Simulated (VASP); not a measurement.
**CdO: single point with r2SCAN**

CdO:

```xyz
2
Lattice="0.0000 2.3495 2.3495 2.3495 0.0000 2.3495 2.3495 2.3495 0.0000" Properties=species:S:1:pos:R:3 pbc="T T T"
Cd    0.0000    0.0000    0.0000
O     2.3495    2.3495    2.3495
```

```yaml
Program: VASP 6.6.1
Task: single point
Functional: r2SCAN
Potentials_or_basis: VASP PAW PBE potentials, release 64 (Cd, O)
Cutoff: 660 eV
k_mesh: 6 × 6 × 6, shifted
Occupations: gaussian, width 0.01 eV
Spin: no spin polarisation
Dipole_correction: no
Further_INCAR_settings: ALGO = Normal; EDIFF = 1e-06; NBANDS = 16; ISYM = 0
```

- Pressure: 2.2 GPa
- Band gap on the k mesh: 0.87 eV (least direct gap 2.05 eV)

Levels at points of the mesh, in eV from the valence-band top:
| k point | band 5 | band 6 | band 7 | band 8 | band 9 | band 10 | band 11 | band 12 | band 13 | band 14 |
| --- | --- | --- | --- | --- | --- | --- | --- | --- | --- | --- |
| (0.08, 0.08, 0.08) | -6.53 | -6.53 | -1.88 | -1.17 | -1.17 | 0.87 | 14.84 | 17.34 | 17.34 | 17.49 |

Run time: 6 min on 1 thread of Intel(R) Xeon(R) 6975P-C (Granite Rapids) (shared host), peak memory 0.36 GiB.

Caveat: the PAW data sets were made with another functional, which shifts forces and pressure a little; a shifted mesh leaves out Γ, where band edges can lie. A k mesh can miss the band edges.
